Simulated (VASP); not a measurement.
# Si3N4 (P6_3/m) in VASP: single point with PBE

Aim: the single point of Si3N4 with PBE.

All numbers are computed with VASP 6.6.1; they aren't measurements. Logs are shortened: lines on timing, memory, paths and dates and some standing lists are left out, and cuts for length are marked.

### 1 The cell of the first run

It takes space group P6_3/m (No. 176, hexagonal). Conventional cell: a = 7.663 Å, b = 7.663 Å, c = 2.927 Å, α = 90.00°, β = 90.00°, γ = 120.00°. Si (site symmetry m) has 4 N at 1.74 to 1.75 Å within 2.3 Å. Within 2.3 Å of N (site symmetry m) lie 3 Si at 1.75 Å. N (site symmetry -6) has 3 Si at 1.74 Å within 2.3 Å.

### 2 Single point, PBE

Contents of INCAR:

```
PREC     = Accurate       # precision mode
ENCUT    = 520            # plane-wave cutoff, eV
EDIFF    = 1E-6           # SCF threshold, eV
ISMEAR   = -1             # smearing method
SIGMA    = 0.1            # smearing width, eV
LREAL    = F              # projectors in reciprocal space
LASPH    = T              # aspherical terms in the spheres
NELM     = 100            # most SCF steps
ALGO     = Normal         # electronic algorithm
ISIF     = 2              # what is computed and relaxed
LWAVE    = F              # write WAVECAR
LCHARG   = F              # write CHGCAR
GGA      = PE             # functional
NBANDS   = 45             # bands
```

Contents of KPOINTS:

```
Automatic mesh
0
Gamma
  6 6 6
```

Contents of POSCAR:

```
Si3N4
1.0
    3.8316217724      6.6365635852      0.0000000000
   -3.8316217724      6.6365635852      0.0000000000
    0.0000000000      0.0000000000      2.9266484322
Si N
6 8
Direct
    0.7688680181      0.4060988872      0.2500000000
    0.5939011128      0.1749669053      0.7500000000
    0.8250330947      0.7688680181      0.2500000000
    0.2311319819      0.5939011128      0.7500000000
    0.4060988872      0.8250330947      0.2500000000
    0.1749669053      0.2311319819      0.7500000000
    0.0308267197      0.2991615944      0.2500000000
    0.7008384056      0.3299883140      0.7500000000
    0.6700116860      0.0308267197      0.2500000000
    0.9691732803      0.7008384056      0.7500000000
    0.2991615944      0.6700116860      0.2500000000
    0.3299883140      0.9691732803      0.7500000000
    0.6666666667      0.6666666667      0.2500000000
    0.3333333333      0.3333333333      0.7500000000
```

Potentials or basis: VASP PAW PBE potentials, release 64 (Si, N).

The run is started by

```sh
cat potpaw_PBE.64/Si/POTCAR potpaw_PBE.64/N/POTCAR > POTCAR
mpirun -np 1 vasp_std > vasp.out
```

OUTCAR:

```text
PREC = Accurate
   ENCUT = 520
   EDIFF = 1E-6
   ISMEAR = -1
   LREAL = F
   LASPH = T
   NELM = 100
   ISIF = 2
   GGA = PE

 ion  position               nearest neighbor table
   1  0.769  0.406  0.250-  13 1.74   7 1.75   8 1.75   8 1.75   5 3.02   3 3.02   6 3.07   6 3.07
                             2 3.07   2 3.07
   2  0.594  0.175  0.750-  14 1.74   8 1.75   9 1.75   9 1.75   4 3.02   6 3.02   3 3.07   3 3.07
                             1 3.07   1 3.07
   3  0.825  0.769  0.250-  13 1.74   9 1.75  10 1.75  10 1.75   5 3.02   1 3.02   2 3.07   2 3.07
                             4 3.07   4 3.07
   4  0.231  0.594  0.750-  14 1.74  10 1.75  11 1.75  11 1.75   2 3.02   6 3.02   3 3.07   3 3.07
                             5 3.07   5 3.07
   5  0.406  0.825  0.250-  13 1.74  11 1.75  12 1.75  12 1.75   1 3.02   3 3.02   6 3.07   6 3.07
                             4 3.07   4 3.07
   6  0.175  0.231  0.750-  14 1.74  12 1.75   7 1.75   7 1.75   2 3.02   4 3.02   5 3.07   5 3.07
                             1 3.07   1 3.07
   7  0.031  0.299  0.250-   1 1.75   6 1.75   6 1.75
   8  0.701  0.330  0.750-   2 1.75   1 1.75   1 1.75
   9  0.670  0.031  0.250-   3 1.75   2 1.75   2 1.75
  10  0.969  0.701  0.750-   4 1.75   3 1.75   3 1.75
  11  0.299  0.670  0.250-   5 1.75   4 1.75   4 1.75
  12  0.330  0.969  0.750-   6 1.75   5 1.75   5 1.75
  13  0.667  0.667  0.250-   3 1.74   5 1.74   1 1.74
  14  0.333  0.333  0.750-   6 1.74   2 1.74   4 1.74

  LATTYP: Found a hexagonal cell.
 ALAT       =     7.6632435448
 C/A-ratio  =     0.3819072714

  Lattice vectors:

 A1 = (   3.8316217724,  -6.6365635852,   0.0000000000)
 A2 = (   3.8316217724,   6.6365635852,   0.0000000000)
 A3 = (   0.0000000000,   0.0000000000,   2.9266484322)

Analysis of symmetry for initial positions (statically):
=====================================================================
 Subroutine PRICEL returns:
 Original cell was already a primitive cell.

 Routine SETGRP: Setting up the symmetry group for a
 hexagonal supercell.

 Subroutine GETGRP returns: Found 12 space group operations
 (whereof  6 operations were pure point group operations)
 out of a pool of 24 trial point group operations.

The static configuration has the point symmetry S_6 .
 The point group associated with its full space group is C_6h.
[... 148 lines left out ...]
   PSTRESS=    0.0 pullay stress
   NELECT =      64.0000    total number of electrons
   NUPDOWN=      -1.0000    fix difference up-down
   EMIN   =  10.00;   EMAX   =-10.00  energy-range for DOS
   EFERMI =   0.00;   METHOD = LEGACY
   ISMEAR =    -1;   SIGMA  =   0.10  broadening in eV -4-tet -1-fermi 0-gaus
   EFERMI_NEDOS =   21; number of points for ismear=-14 and -15
   IALGO  =     38    algorithm
   IMIX   =      4    mixing-type and parameters
     AMIX     =   0.40;   BMIX     =  1.00
     AMIX_MAG =   1.60;   BMIX_MAG =  1.00
  volume/ion in A,a.u.               =      10.63        71.75
  Fermi-wavevector in a.u.,A,eV,Ry     =   1.235642  2.335025 20.773528  1.526811
  Thomas-Fermi vector in A             =   2.370283
   LORBIT       =      0    0 simple, 1 ext, 2 COOP (PROOUT), +10 PAW based schemes
   GGA     = PE    functional components
   LHFCALC =     F    Hartree Fock is set to
   AEXX    =    0.0000 exact exchange contribution
   IVDW    =     0    specifies the selected vdW correction
   LEPSILON=     F    determine dielectric tensor
   LRPA    =     F    only Hartree local field effects (RPA)
 non-spin polarized calculation
  energy-cutoff  :      520.00
  volume of cell :      148.84
 maximum number of plane-waves:      4034
 NGX is ok and might be reduce to    60
   NGX = 29   NGY = 29   NGZ = 11

 number of electron      63.9999994 magnetization

 Free energy of the ion-electron system (eV)
  ---------------------------------------------------
  ext. energy  EPLUGINS =         0.00000000
  ---------------------------------------------------
  free energy    TOTEN  =      -114.54198603 eV

  energy without entropy =     -114.54198603  energy(sigma->0) =     -114.54198603

 E-fermi :   8.6349     XC(G=0): -10.7084

 val. band max:        6.5436817569   @ k =   0.0000   0.0000   0.1667
 cond. band min:      10.7844300019   @ k =   0.0000   0.0000   0.0000
 fundamental gap:      4.2407482450
 Fermi energy:         8.6348898408

 k-point     1 :       0.0000    0.0000    0.0000
  band No.  band energies     occupation
      1     -11.5266      2.00000
      2     -10.1081      2.00000
      3     -10.1081      2.00000
      4      -9.4777      2.00000
      5      -9.3390      2.00000
      6      -9.3390      2.00000
[... 1117 lines left out ...]
     43      14.6926      0.00000
     44      14.6926      0.00000

 [... further k-points ...]

 [bands above 44 left out]

------------------------ aborting loop because EDIFF is reached ----------------------------------------

  FORCE on cell =-STRESS in cart. coord.  units (eV):
  Direction    XX          YY          ZZ          XY          YZ          ZX
  --------------------------------------------------------------------------------------
  -------------------------------------------------------------------------------------
  Total       -0.2505635     -0.2505635     -0.2872047     -0.0000001     -0.0000000      0.0000000
  in kB       -2.6971300     -2.6971300     -3.0915457     -0.0000005     -0.0000000      0.0000000
  external PRESSURE =      -2.8286019 kB  Pullay stress =       0.0000000 kB

 VOLUME and BASIS-vectors are now :
 -----------------------------------------------------------------------------
  energy-cutoff  :      520.00
  volume of cell :      148.84
      direct lattice vectors                 reciprocal lattice vectors
     3.831621772  6.636563585  0.000000000     0.130493047  0.075340196  0.000000000
    -3.831621772  6.636563585  0.000000000    -0.130493047  0.075340196  0.000000000
     0.000000000  0.000000000  2.926648432     0.000000000  0.000000000  0.341687778

 POSITION                                       TOTAL-FORCE (eV/Angst)
 -----------------------------------------------------------------------------------
      1.38999      7.79774      0.73166         0.005226      0.005724      0.000000
      1.60520      5.10264      2.19499        -0.002344      0.007388     -0.000000
      0.21520     10.57803      0.73166        -0.007570      0.001664     -0.000000
     -1.38999      5.47538      2.19499        -0.005226     -0.005724     -0.000000
     -1.60520      8.17049      0.73166         0.002344     -0.007388     -0.000000
     -0.21520      2.69510      2.19499         0.007570     -0.001664      0.000000
     -1.02816      2.18999      0.73166        -0.003924     -0.003593     -0.000000
      1.42096      6.84115      2.19499         0.001149     -0.005195     -0.000000
      2.44912      4.65116      0.73166         0.005073     -0.001602     -0.000000
      1.02816     11.08314      2.19499         0.003924      0.003593     -0.000000
     -1.42096      6.43198      0.73166        -0.001149      0.005195     -0.000000
     -2.44912      8.62197      2.19499        -0.005073      0.001602      0.000000
      0.00000      8.84875      0.73166         0.000000     -0.000000     -0.000000
      0.00000      4.42438      2.19499         0.000000     -0.000000      0.000000
 -----------------------------------------------------------------------------------
    total drift:                               -0.000000      0.000000     -0.000000

  FREE ENERGIE OF THE ION-ELECTRON SYSTEM (eV)
  ---------------------------------------------------
  free  energy   TOTEN  =      -114.5419860305 eV

  energy  without entropy=     -114.5419860301  energy(sigma->0) =     -114.54198603
```

OSZICAR:

```text
N       E                     dE             d eps       ncg     rms          rms(c)
DAV:   1     0.282361648590E+03    0.28236E+03   -0.31619E+04  2888   0.132E+03
DAV:   2    -0.107194852946E+03   -0.38956E+03   -0.36971E+03  3699   0.277E+02
DAV:   3    -0.130563365749E+03   -0.23369E+02   -0.23194E+02  3664   0.710E+01
DAV:   4    -0.130941978563E+03   -0.37861E+00   -0.37741E+00  3632   0.969E+00
DAV:   5    -0.130951196320E+03   -0.92178E-02   -0.92070E-02  3536   0.145E+00    0.289E+01
DAV:   6    -0.114630624224E+03    0.16321E+02   -0.58726E+01  3489   0.306E+01    0.128E+01
DAV:   7    -0.114582311210E+03    0.48313E-01   -0.29577E+00  3616   0.707E+00    0.619E+00
DAV:   8    -0.114539454734E+03    0.42856E-01   -0.15815E-01  3493   0.195E+00    0.215E+00
DAV:   9    -0.114539302214E+03    0.15252E-03   -0.36496E-02  3584   0.996E-01    0.314E-01
DAV:  10    -0.114541270821E+03   -0.19686E-02   -0.39716E-03  3267   0.273E-01    0.171E-01
DAV:  11    -0.114541932992E+03   -0.66217E-03   -0.95336E-04  3312   0.157E-01    0.277E-02
DAV:  12    -0.114541963715E+03   -0.30723E-04   -0.49081E-05  3584   0.385E-02    0.111E-02
DAV:  13    -0.114541981848E+03   -0.18133E-04   -0.18371E-05  3211   0.202E-02    0.500E-03
DAV:  14    -0.114541985339E+03   -0.34904E-05   -0.29834E-06  3200   0.893E-03    0.298E-03
DAV:  15    -0.114541986030E+03   -0.69174E-06   -0.15983E-06  2558   0.536E-03
   1 F= -.11454199E+03 E0= -.11454199E+03  d E =-.317134E-09
```

stdout:

```text
POSCAR found type information on POSCAR SiN
 POSCAR found :  2 types and      14 ions
 scaLAPACK will be used
 LDA part: xc-table for (Slater+PW92), standard interpolation
 POSCAR, INCAR and KPOINTS ok, starting setup
 FFT: planning ... GRIDC
 FFT: planning ... GRID_SOFT
 FFT: planning ... GRID
 WAVECAR not read
 entering main loop
```

Wall time 2.1 min (1 thread of Intel Xeon 6975P-C (Granite Rapids), shared host); peak memory 0.34 GiB.

Results:

```yaml
Free_energy: -114.5420 eV
Pressure: -0.3 GPa
Largest_force: 0.008 eV/Å
Band_gap_on_the_k_mesh: 4.24 eV (least direct gap 4.44 eV)
```

Forces on the atoms (eV/Å):
```
Si   0.005  0.006  0.000
Si  -0.002  0.007  0.000
Si  -0.008  0.002  0.000
Si  -0.005 -0.006  0.000
Si   0.002 -0.007  0.000
Si   0.008 -0.002  0.000
N   -0.004 -0.004  0.000
N    0.001 -0.005  0.000
N    0.005 -0.002  0.000
N    0.004  0.004  0.000
N   -0.001  0.005  0.000
N   -0.005  0.002  0.000
N    0.000  0.000  0.000
N    0.000  0.000  0.000
```
